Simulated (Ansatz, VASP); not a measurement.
**One calculation of Sb, two programs**

```xyz
2
Lattice="3.3235 0.0000 0.0000 -1.6617 2.8782 0.0000 0.0000 0.0000 5.2580" Properties=species:S:1:pos:R:3 pbc="T T T"
Sb    0.0000    1.9188    1.3145
Sb    1.6617    0.9594    3.9435
```

Change from the starting cell: volume scaled by 0.96.

Alike in both runs: task single point; functional PBEsol; k mesh 12 × 12 × 7; occupations fermi-dirac, width 0.05 eV; no spin polarisation.

|  | VASP | Ansatz |
| --- | --- | --- |
| version | VASP 6.6.1 | Ansatz 0.2.0 |
| potentials or method | VASP PAW PBE potentials, release 64 (Sb), cutoff 520 eV | all-electron LAPW, scalar-relativistic |

|  | VASP | Ansatz | Ansatz less VASP |
| --- | --- | --- | --- |
| pressure (GPa) | 2.9 | 2.9 | 0.00 |
| traceless stress, the component that is largest in VASP (GPa) | -0.84 | -0.85 | -0.007 |

VASP's potentials were made for PBE, not for PBEsol. Ansatz ran all-electron here, and VASP with PAW potentials.

Spin-orbit coupling is off throughout.
